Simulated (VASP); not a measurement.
# Al2O (antifluorite type) (Fm-3m) in VASP: further runs, part 2 of 2

VASP 6.6.1.

### Step 3. Single point, PBE

This run uses another cell than the first one, of 15.71 Å³/atom.

INCAR reads:

```
ALGO = Normal ; EDIFF = 1E-6
ENCUT = 600 ; GGA = PE
GGA_COMPAT = F ; ISIF = 2
ISMEAR = -1 ; LASPH = T
LCHARG = F ; LREAL = F
LWAVE = F ; NBANDS = 13
NELM = 120 ; PREC = Accurate
SIGMA = 0.06122561905347299
```

KPOINTS reads:

```
k-points
0
Gamma
  33 33 33
```

POSCAR reads:

```
Al2O
1.0
    0.0000000000      2.8670476375      2.8670476375
    2.8670476375      0.0000000000      2.8670476375
    2.8670476375      2.8670476375      0.0000000000
Al O
2 1
Direct
    0.2500000000      0.2500000000      0.2500000000
    0.7500000000      0.7500000000      0.7500000000
    0.0000000000      0.0000000000      0.0000000000
```

Potentials or basis: VASP PAW PBE potentials, release 64 (Al, O).

Run with:

```bash
cat potpaw_PBE.64/Al/POTCAR potpaw_PBE.64/O/POTCAR > POTCAR
mpirun -np 1 vasp_std > vasp.out
```

OUTCAR:

```text
EDIFF = 1E-6
   ENCUT = 600
   GGA = PE
   ISIF = 2
   ISMEAR = -1
   LASPH = T
   LREAL = F
   NELM = 120
   PREC = Accurate

 ion  position               nearest neighbor table
   1  0.250  0.250  0.250-   3 2.48   3 2.48   3 2.48   3 2.48   2 2.87   2 2.87   2 2.87   2 2.87
                             2 2.87   2 2.87
   2  0.750  0.750  0.750-   3 2.48   3 2.48   3 2.48   3 2.48   1 2.87   1 2.87   1 2.87   1 2.87
                             1 2.87   1 2.87
   3  0.000  0.000  0.000-   2 2.48   2 2.48   2 2.48   1 2.48   1 2.48   1 2.48   2 2.48   1 2.48

  LATTYP: Found a face centered cubic cell.
 ALAT       =     5.7340952750

  Lattice vectors:

 A1 = (   0.0000000000,   2.8670476375,   2.8670476375)
 A2 = (   2.8670476375,   0.0000000000,   2.8670476375)
 A3 = (   2.8670476375,   2.8670476375,   0.0000000000)

Analysis of symmetry for initial positions (statically):
=====================================================================
 Subroutine PRICEL returns:
 Original cell was already a primitive cell.

 Routine SETGRP: Setting up the symmetry group for a
 face centered cubic supercell.

 Subroutine GETGRP returns: Found 48 space group operations
 (whereof 48 operations were pure point group operations)
 out of a pool of 48 trial point group operations.

The static configuration has the point symmetry O_h .

Analysis of symmetry for dynamics (positions and initial velocities):
=====================================================================
 Subroutine PRICEL returns:
 Original cell was already a primitive cell.

 Routine SETGRP: Setting up the symmetry group for a
 face centered cubic supercell.

 Subroutine GETGRP returns: Found 48 space group operations
 (whereof 48 operations were pure point group operations)
 out of a pool of 48 trial point group operations.

The dynamic configuration has the point symmetry O_h .

 Subroutine INISYM returns: Found 48 space group operations
 (whereof 48 operations are pure point group operations),
[... 127 lines left out ...]
   LEPSILON=     F    determine dielectric tensor
   LRPA    =     F    only Hartree local field effects (RPA)
 non-spin polarized calculation
  energy-cutoff  :      600.00
  volume of cell :       47.13
 maximum number of plane-waves:      1600
   NGX = 17   NGY = 17   NGZ = 17

 number of electron      11.9999999 magnetization

 Free energy of the ion-electron system (eV)
  ---------------------------------------------------
  ext. energy  EPLUGINS =         0.00000000
  ---------------------------------------------------
  free energy    TOTEN  =       -12.18864584 eV

  energy without entropy =      -12.15340412  energy(sigma->0) =      -12.17102498

 E-fermi :   6.0738     XC(G=0):  -9.8387

 val. band max:        6.0728032519   @ k =  -0.3333   0.3636   0.1212
 cond. band min:       6.0745754030   @ k =  -0.2121   0.0909   0.0303
 fundamental gap:      0.0017721511
 Fermi energy:         6.0737831275

 k-point     1 :       0.0000    0.0000    0.0000
  band No.  band energies     occupation
      1     -12.7121      2.00000
      2      -0.8734      2.00000
      3       1.8002      2.00000
      4       1.8002      2.00000
      5       1.8002      2.00000
      6       7.7291      0.00000
      7       7.7291      0.00000
      8       7.7291      0.00000
      9      10.2927      0.00000
     10      12.4670      0.00000
     11      12.4670      0.00000
     12      12.4670      0.00000
     13      12.8547      0.00000
[... 354 lines left out ...]
  band No.  band energies     occupation
      1     -12.6314      2.00000
      2      -1.2442      2.00000
      3       1.6341      2.00000
      4       1.6578      2.00000
      5       2.1787      2.00000
      6       6.3483      0.02234
      7       7.9628      0.00000
      8       8.0158      0.00000
      9      10.4537      0.00000
     10      11.1505      0.00000
     11      11.1527      0.00000
     12      13.2520      0.00000
     13      15.1413      0.00000

 [... further k-points ...]

------------------------ aborting loop because EDIFF is reached ----------------------------------------

  FORCE on cell =-STRESS in cart. coord.  units (eV):
  Direction    XX          YY          ZZ          XY          YZ          ZX
  --------------------------------------------------------------------------------------
  -------------------------------------------------------------------------------------
  Total       -0.3549555     -0.3549555     -0.3549555     -0.0000000      0.0000000     -0.0000000
  in kB      -12.0656236    -12.0656236    -12.0656236     -0.0000000      0.0000000     -0.0000000
  external PRESSURE =     -12.0656236 kB  Pullay stress =       0.0000000 kB

 VOLUME and BASIS-vectors are now :
 -----------------------------------------------------------------------------
  energy-cutoff  :      600.00
  volume of cell :       47.13
      direct lattice vectors                 reciprocal lattice vectors
     0.000000000  2.867047637  2.867047637    -0.174395428  0.174395428  0.174395428
     2.867047637  0.000000000  2.867047637     0.174395428 -0.174395428  0.174395428
     2.867047637  2.867047637  0.000000000     0.174395428  0.174395428 -0.174395428

 POSITION                                       TOTAL-FORCE (eV/Angst)
 -----------------------------------------------------------------------------------
      1.43352      1.43352      1.43352        -0.000000     -0.000000     -0.000000
      4.30057      4.30057      4.30057         0.000000      0.000000      0.000000
      0.00000      0.00000      0.00000        -0.000000     -0.000000     -0.000000
 -----------------------------------------------------------------------------------
    total drift:                                0.000000     -0.000000      0.000000

  FREE ENERGIE OF THE ION-ELECTRON SYSTEM (eV)
  ---------------------------------------------------
  free  energy   TOTEN  =       -12.1886458350 eV

  energy  without entropy=      -12.1534041199  energy(sigma->0) =      -12.17102498
```

It took 2.9 min on 1 thread of Intel Xeon Platinum 8559C (Emerald Rapids), shared host; peak memory 0.7 GiB.

Results:

- Free energy: -12.1886 eV
- Pressure: -1.2 GPa
- Band gap on the k mesh: zero (bands 6 and 7 overlap by 2.00 eV)
